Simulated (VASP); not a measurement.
Input of a VASP 6.6.1 run:

INCAR

```
SYSTEM = MoS2
ALGO     = Normal         ! electronic algorithm
EDIFF    = 1E-7           ! SCF threshold, eV
ENCUT    = 520            ! plane-wave cutoff, eV
GGA      = PS             ! functional
ISIF     = 2              ! what is computed and relaxed
ISMEAR   = -1             ! smearing method
LASPH    = .True.         ! aspherical terms in the spheres
LCHARG   = .True.         ! write CHGCAR
LELF     = .True.         ! ELF
LREAL    = .False.        ! projectors in reciprocal space
LVHAR    = .True.       
LWAVE    = .False.        ! write WAVECAR
NBANDS   = 20             ! bands
NELM     = 80             ! most SCF steps
PREC     = Accurate       ! precision mode
SIGMA    = 0.05           ! smearing width, eV
```

KPOINTS

```
k-points
0
Gamma
  8 8 4
  0 0 0
```

POSCAR

```
MoS2
1.0
    3.2274645616      0.0000000000      0.0000000000
   -1.6137322808      2.7950663001      0.0000000000
    0.0000000000      0.0000000000      6.4387228884
Mo S
1 2
Direct
    0.0000000000      0.0000000000      0.5000000000
    0.6666666667      0.3333333333      0.7446806800
    0.3333333333      0.6666666667      0.2553193200
```

Potentials or basis: VASP PAW PBE potentials, release 64 (Mo_sv, S).

Command:

```bash
$ cat potpaw_PBE.64/Mo_sv/POTCAR potpaw_PBE.64/S/POTCAR > POTCAR
$ mpirun -np 1 vasp_std > vasp.out
```

Task: What does it give for the band gap on the k mesh?

Result: Zero (band 13 reaches 6.75 eV, above the bottom of band 14 at 6.30 eV).

Task: Estimate the pressure.

Result: -6.0 GPa.

Task: Predict the largest force.

Result: 0.436 eV/Å.

Forces in eV/Å, atoms in the order of the input:
```
Mo   0.000  0.000  0.000
S    0.000  0.000 -0.436
S    0.000  0.000  0.436
```

Caveat: the PAW data sets were made with another functional, which shifts forces and pressure a little; this functional lacks dispersion, which binds the layers, so the pressure and a relaxed spacing across them are unreliable.
